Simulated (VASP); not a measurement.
# SrCa3: relaxation of cell and atoms with LDA

The system is SrCa3.

```
CELL_PARAMETERS angstrom
0.00000 4.51788 4.51788
4.51788 0.00000 4.51788
4.51788 4.51788 0.00000
ATOMIC_POSITIONS crystal
Sr 0.00000 0.00000 0.00000
Ca 0.25000 0.25000 0.25000
Ca 0.75000 0.75000 0.75000
Ca 0.50000 0.50000 0.50000
```

* Program: VASP 6.6.1
* Task: relaxation of cell and atoms
* Functional: LDA
* Potentials or basis: VASP PAW LDA potentials, release 64 (Sr_sv, Ca_sv)
* Cutoff: 600 eV
* k mesh: 5 × 5 × 5
* Occupations: gaussian, width 0.02 eV
* Spin: no spin polarisation
* Dipole correction: no
* Further INCAR settings: ALGO = Normal; EDIFF = 1e-07; IBRION = 2; EDIFFG = -0.03; NSW = 60; ISIF = 3

```
Relaxed volume                        : 39.49 Å³/atom
Relaxed cell                          : a = 6.068 Å, b = 6.068 Å, c = 6.068 Å, α = 60.00°, β = 60.00°, γ = 60.00°
Space group after relaxing (to 0.1 Å) : Fm-3m (No. 225)
Energy gained by relaxing             : 49.9 meV/atom
Ionic steps                           : 4
Pressure after relaxing               : 0.0 GPa
Band gap on the k mesh                : zero (bands 20 and 21 overlap by 0.23 eV)
```

The path:
| step | energy change (eV) | largest force (eV/Å) | pressure (GPa) | volume (Å³) |
| --- | --- | --- | --- | --- |
| 1 | 0.0000 | 0.0000 | -2.11 | 184.43 |
| 2 | -0.1611 | 0.0000 | -1.09 | 168.73 |
| 3 | -0.1991 | 0.0000 | -0.13 | 159.18 |
| 4 | -0.1996 | 0.0000 | 0.01 | 157.97 |

Final structure:
```
CELL_PARAMETERS angstrom
0.00000 4.29054 4.29054
4.29054 0.00000 4.29054
4.29054 4.29054 0.00000
ATOMIC_POSITIONS crystal
Sr 0.00000 0.00000 0.00000
Ca 0.25000 0.25000 0.25000
Ca 0.75000 0.75000 0.75000
Ca 0.50000 0.50000 0.50000
```

Levels at points of the mesh, in eV from the Fermi level:
```
           k point  band 17  band 18  band 19  band 20  band 21  band 22  band 23  band 24
(0.00, 0.00, 0.00)    -4.15    -0.19    -0.19     0.22     0.22     0.22     0.53     0.53
```

Wall time 3.4 min on 1 thread of AMD EPYC 7R43 64-Core Processor (Zen 3), with other jobs on the host, peak memory 0.3 GiB.
